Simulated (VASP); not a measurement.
AlN:

```xyz
2
Lattice="0.0000 2.0345 2.0345 2.0345 0.0000 2.0345 2.0345 2.0345 0.0000" Properties=species:S:1:pos:R:3 pbc="T T T"
Al    2.0345    2.0345    2.0345
N     0.0000    0.0000    0.0000
```

| Item | Value |
| --- | --- |
| Program | VASP 6.6.1 |
| Task | relaxation of cell and atoms |
| Functional | r2SCAN |
| Dispersion | rVV10 |
| Potentials or basis | VASP PAW PBE potentials, release 64 (Al, N) |
| Cutoff | 660 eV |
| k mesh | 10 × 10 × 10 |
| Occupations | gaussian, width 0.02 eV |
| Spin | no spin polarisation |

At the start: pressure -7.6 GPa; volume 8.42 Å³/atom.

Q: How do energy, volume and symmetry change on relaxing?

A: Over 16 steps the energy falls by 6.0 meV/atom and the volume is 8.18 Å³/atom (-2.8 %); space group Fm-3m (No. 225, to 0.1 Å) before and after.

Step by step:
```tsv
step	energy change (eV)	largest force (eV/Å)	pressure (GPa)	volume (Å³)
1	0.0000	0.0000	-7.64	16.84
2	0.0010	0.0000	8.91	15.88
3	-0.0119	0.0000	0.07	16.36
4	-0.0119	0.0000	-0.10	16.37
5	-0.0119	0.0000	-0.09	16.37
6	-0.0119	0.0000	-0.09	16.37
7	-0.0119	0.0000	-0.09	16.37
8	-0.0119	0.0000	-0.09	16.37
9	-0.0119	0.0000	-0.09	16.37
10	-0.0119	0.0000	-0.09	16.37
11	-0.0119	0.0000	-0.09	16.37
12	-0.0119	0.0000	-0.08	16.37
13	-0.0119	0.0000	-0.08	16.37
14	-0.0119	0.0000	-0.07	16.37
15	-0.0119	0.0000	-0.04	16.37
16	-0.0119	0.0000	0.00	16.37
```

Final structure:
```
CELL_PARAMETERS angstrom
0.00000 2.01510 2.01510
2.01510 0.00000 2.01510
2.01510 2.01510 0.00000
ATOMIC_POSITIONS crystal
Al 0.50000 0.50000 0.50000
N 0.00000 0.00000 0.00000
```

Caveat: the PAW data sets were made with another functional, which shifts forces and pressure a little.
